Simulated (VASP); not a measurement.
Write the native input for VASP 6.6.1 that does the following.

```yaml
Task: single point
Functional: PBE
Potentials_or_basis: VASP PAW PBE potentials, release 64 (Sr_sv)
Cutoff: 520 eV
k_mesh: 12 × 12 × 6
Occupations: gaussian, width 0.1 eV
Spin: no spin polarisation
Dipole_correction: no
Further_INCAR_settings: ALGO = Fast; EDIFF = 1e-06; NBANDS = 17
```

The structure of Sr lies in POSCAR:

```
Sr
1.0
    2.1470061328     -3.6981824254      0.0000000000
    2.1470061328      3.6981824254      0.0000000000
    0.0000000000      0.0000000000      7.0893689470
Sr
2
Direct
    0.8355866000      0.1644134000      0.2500000000
    0.1644134000      0.8355866000      0.7500000000
```

This cell differs from its parent crystal: Ca replaced by Sr, lengths x 1.065, strained.

These files were run (other wordings do the same):

INCAR

```
PREC     = Accurate       # precision mode
ENCUT    = 520            # plane-wave cutoff, eV
EDIFF    = 1E-6           # SCF threshold, eV
ISMEAR   = 0              # smearing method
SIGMA    = 0.1            # smearing width, eV
LREAL    = False          # projectors in reciprocal space
LASPH    = True           # aspherical terms in the spheres
NELM     = 60             # most SCF steps
ALGO     = Fast           # electronic algorithm
ISIF     = 2              # what is computed and relaxed
LWAVE    = False          # write WAVECAR
LCHARG   = False          # write CHGCAR
GGA      = PE             # functional
NBANDS   = 17             # bands
```

KPOINTS

```
regular mesh
0
Gamma
  12 12 6
```

Potentials or basis: VASP PAW PBE potentials, release 64 (Sr_sv).

Run with:

```sh
$ cat potpaw_PBE.64/Sr_sv/POTCAR > POTCAR
$ mpirun -np 1 vasp_std > vasp.out
```

It gave:

The pressure is -0.2 GPa and the largest force is 0.015 eV/Å. The band gap on the k mesh is zero (bands 10 and 11 overlap by 0.27 eV).

Caveat: the cell differs from its parent crystal (Ca replaced by Sr, lengths x 1.065, strained).

It took 7.6 min on 1 thread of Oxide Virtual Turin-like Processor, on a shared host, peak memory 0.39 GiB.
